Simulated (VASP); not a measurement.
Runs of VASP 6.6.1 on Ru. The structure is that of space group P6/mmm (No. 191), or close to it. The cells are those of the table. 

| task | cell | cutoff (eV) | gap on the mesh (eV) | pressure (GPa) |
| --- | --- | --- | --- | --- |
| relaxation of cell and atoms | relaxed to 48 GPa from a = 4.111, b = 4.111, c = 2.560 Å, angles 90.0, 90.0, 120.0°, 3 atoms | 600 | none | 48.0 |
| relaxation of cell and atoms | relaxed to 48 GPa from a = 4.095, b = 4.095, c = 2.539 Å, angles 90.0, 90.0, 120.0°, 3 atoms | 600 | none | 48.0 |
| single point | a = 4.111, b = 4.111, c = 2.560 Å, angles 90.0, 90.0, 120.0°, 3 atoms | 520 | none | 48.2 |
| single point | a = 4.111, b = 4.111, c = 2.559 Å, angles 90.0, 90.0, 120.0°, 3 atoms | 520 | none | (a) |

Alike in all rows: level PBE; potentials or basis VASP PAW PBE potentials, release 64 (Ru_pv); no spin polarisation; k mesh 9 × 9 × 12; smearing fermi-dirac 0.1 eV.

Fill in the values left out.

(a) 48.3.

Caveats: the cell is relaxed towards a set pressure, so the enthalpy falls and the energy may rise (some runs).

A k mesh can miss the band edges, and the runs leave out spin-orbit coupling on Ru.

A gap of «none» marks levels without a gap at the run's occupations.
